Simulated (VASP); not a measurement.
Here is a VASP 6.6.1 calculation.

INCAR

```
SYSTEM = Cl
PREC = Accurate
ENCUT = 520
EDIFF = 1E-6
ISMEAR = -1
SIGMA = 0.02
LREAL = .FALSE.
LASPH = .TRUE.
NELM = 60
ALGO = Normal
ISIF = 2
LWAVE = .FALSE.
LCHARG = .FALSE.
GGA = PE
NBANDS = 22
```

The input KPOINTS:

```
Automatic mesh
0
G
  8 8 4
  0 0 0
```

The input POSCAR:

```
Cl
1.0
    3.0952346997     -1.9879756119      0.0000000000
    3.0952346997      1.9879756119      0.0000000000
    0.0000000000      0.0000000000      8.1856635298
Cl
4
Direct
    0.8765148435      0.1234851565      0.6075180944
    0.1234851565      0.8765148435      0.3924819056
    0.6234851565      0.3765148435      0.1075180944
    0.3765148435      0.6234851565      0.8924819056
```

Potentials or basis: VASP PAW PBE potentials, release 64 (Cl).

The run is started by

```sh
$ cat potpaw_PBE.64/Cl/POTCAR > POTCAR
$ mpirun -np 1 vasp_std > vasp.out
```

Estimate the band gap on the k mesh.

2.18 eV.

What does it give for the largest force?

0.040 eV/Å.

Stress tensor (GPa, compression positive):
```
2.50 0.00 0.00
0.00 2.02 0.00
0.00 0.00 1.50
```

Caveat: the cell differs from its parent crystal (epitaxial xy strain -1.0%); this functional lacks dispersion, which holds the molecules together, so the pressure and a relaxed volume are unreliable. A k mesh can miss the band edges.
